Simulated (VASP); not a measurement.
A run of VASP 6.6.1 is set up as follows.

File INCAR:

```
SYSTEM = InGa2N3
PREC = Accurate
ENCUT = 600
EDIFF = 1E-6
ISMEAR = 0
SIGMA = 0.02
LREAL = .False.
LASPH = .True.
NELM = 120
ALGO = Normal
ISIF = 2
LWAVE = .False.
LCHARG = .False.
GGA = PE
NBANDS = 66
GGA_COMPAT = .False.
```

File KPOINTS:

```
regular mesh
0
Gamma
  6 6 6
  0 0 0
```

POSCAR

```
InGa2N3
1.0
    5.2109024185     -3.0058076101      0.0000000000
    5.2109024185      3.0058076101      0.0000000000
    0.0000000000      0.0000000000      5.2685065611
In Ga N
2 4 6
Direct
    0.3255610640      0.6744389360      0.9853164914
    0.6744389360      0.3255610640      0.4853164914
    0.0071994211      0.3336647047      0.9908303582
    0.6663352953      0.9928005789      0.9908303582
    0.9928005789      0.6663352953      0.4908303582
    0.3336647047      0.0071994211      0.4908303582
    0.0263198036      0.3338343948      0.3618764278
    0.6661656052      0.9736801964      0.3618764278
    0.9736801964      0.6661656052      0.8618764278
    0.3338343948      0.0263198036      0.8618764278
    0.3075475618      0.6924524382      0.3972709367
    0.6924524382      0.3075475618      0.8972709367
```

Potentials or basis: VASP PAW PBE potentials, release 64 (In_d, Ga_d, N).

Run with:

```sh
$ cat potpaw_PBE.64/In_d/POTCAR potpaw_PBE.64/Ga_d/POTCAR potpaw_PBE.64/N/POTCAR > POTCAR
$ mpirun -np 1 vasp_std > vasp.out
```

**Question.** Predict the band gap on the k mesh.

**Answer.** 0.54 eV.

**Question.** Estimate the pressure.

**Answer.** -7.0 GPa.

Stress tensor (GPa, compression positive):
```
-11.68   0.00   0.00
  0.00 -11.65   0.00
  0.00   0.00   2.29
```

Caveat: the cell differs from its parent crystal (biaxial strain in the a-b plane: +4.0 %); the stress differs along the axes, from -12 to 2 GPa; semilocal functionals underestimate gaps, and a narrow one can read as zero; spin-orbit coupling is left out, which moves the levels of the heavy elements.
